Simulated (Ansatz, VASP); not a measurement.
# ZrC in VASP and in Ansatz

```
CELL_PARAMETERS angstrom
0.00000 2.35021 2.30321
2.35021 0.00000 2.30321
2.35021 2.35021 0.00000
ATOMIC_POSITIONS crystal
Zr 0.50000 0.50000 0.50000
C 0.00000 0.00000 0.00000
```

Change from the starting cell: zz strain of -2 %.

Alike in both runs: task single point; functional PBEsol; k mesh 15 × 15 × 15; occupations fermi-dirac, width 0.05 eV; no spin polarisation.

```csv
,VASP,Ansatz
version,VASP 6.6.1,Ansatz 0.2.0
potentials or method,"VASP PAW PBE potentials, release 64 (Zr_sv, C), cutoff 520 eV","all-electron LAPW, scalar-relativistic"
```

VASP gave:

* pressure (GPa): 0.6
* traceless stress, the component that is largest in VASP (GPa): 5.43

Q: Estimate Ansatz's values.

A: Pressure (GPa): 0.2; traceless stress, the component that is largest in VASP (GPa): 5.39.

VASP's potentials were made for PBE, not for PBEsol. Ansatz ran all-electron here, and VASP with PAW potentials.
